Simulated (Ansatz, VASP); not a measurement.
This is a calculation of Hg for VASP 6.6.1.

Contents of INCAR:

```
SYSTEM = Hg
ALGO     = Fast           ! electronic algorithm
EDIFF    = 1E-6           ! SCF threshold, eV
ENCUT    = 520            ! plane-wave cutoff, eV
GGA      = PE             ! functional
ISIF     = 2              ! what is computed and relaxed
ISMEAR   = -1             ! smearing method
LASPH    = .TRUE.         ! aspherical terms in the spheres
LCHARG   = .TRUE.         ! write CHGCAR
LELF     = .TRUE.         ! ELF
LREAL    = .FALSE.        ! projectors in reciprocal space
LVHAR    = .TRUE.       
LWAVE    = .FALSE.        ! write WAVECAR
NBANDS   = 25             ! bands
NELM     = 100            ! most SCF steps
PREC     = Accurate       ! precision mode
SIGMA    = 0.05           ! smearing width, eV
```

File KPOINTS:

```
k-points
0
G
  9 9 4
  0 0 0
```

POSCAR

```
Hg
1.0
    3.3205578694      0.0000000000      0.0000000000
   -1.4721436807      3.0761348998      0.0000000000
   -0.9583293978     -1.3972993748      8.1206091033
Hg
3
Direct
    0.0000000000      0.0000000000      0.0000000000
    0.4139298800      0.2585777100      0.6647421900
    0.5860701200      0.7414222900      0.3352578100
```

Potentials or basis: VASP PAW PBE potentials, release 64 (Hg).

The run is started by

```console
$ cat potpaw_PBE.64/Hg/POTCAR > POTCAR
$ mpirun -np 1 vasp_std > vasp.out
```

Q: Set up the same calculation for Ansatz 0.2.0. Potentials there: Ansatz PAW.

A: As run (the cutoff follows the program's own potentials):

input.yaml

```yaml
crystal:
  lattice:
    - [3.3205578694, 0.0, 0.0]
    - [-1.4721436807, 3.0761348998, 0.0]
    - [-0.9583293978, -1.3972993748, 8.1206091033]
  atoms:
    - { symbol: Hg, position: [0.0, 0.0, 0.0] }
    - { symbol: Hg, position: [0.41392988, 0.25857771, 0.66474219] }
    - { symbol: Hg, position: [0.58607012, 0.74142229, 0.33525781] }
hamiltonian:
  xc: pbe
  pseudopotentials: { kind: paw }
kpoints:
  mp_grid: { grid: [9, 9, 4] }
scf:
  occupations: { method: fermi_dirac, width: 0.05 }
output:
  forces: true
  stress: true
  eigenvalues: true
```

Potentials or basis: Ansatz PAW.

Command:

```console
$ ansatz run input.yaml --threads 2 --pin off --max-ram 5120MiB --backend cpu --events-out ev --progress --plain --runs-dir out
```

Both were run:

|  | VASP | Ansatz | Ansatz less VASP |
| --- | --- | --- | --- |
| gap on the k mesh at the Fermi level (eV) | none | none | - |
| pressure (GPa) | 0.9 | 0.7 | -0.14 |
| traceless stress, the component that is largest in VASP (GPa) | 0.13 | 0.13 | +0.001 |
| rms of the force components (eV/Å) | 0.013 | 0.013 | +0.0001 |

Atom by atom the forces differ by 0.000 eV/Å (rms over components). A gap of «none» marks a metal or a gap that the smearing closes. With one functional, cell and mesh, what is left measures potentials, basis and numerics. VASP's potentials hold 36 valence electrons a cell and Ansatz's 60, so a difference there can come from the potentials and not from the codes.

Spin-orbit coupling is off throughout.
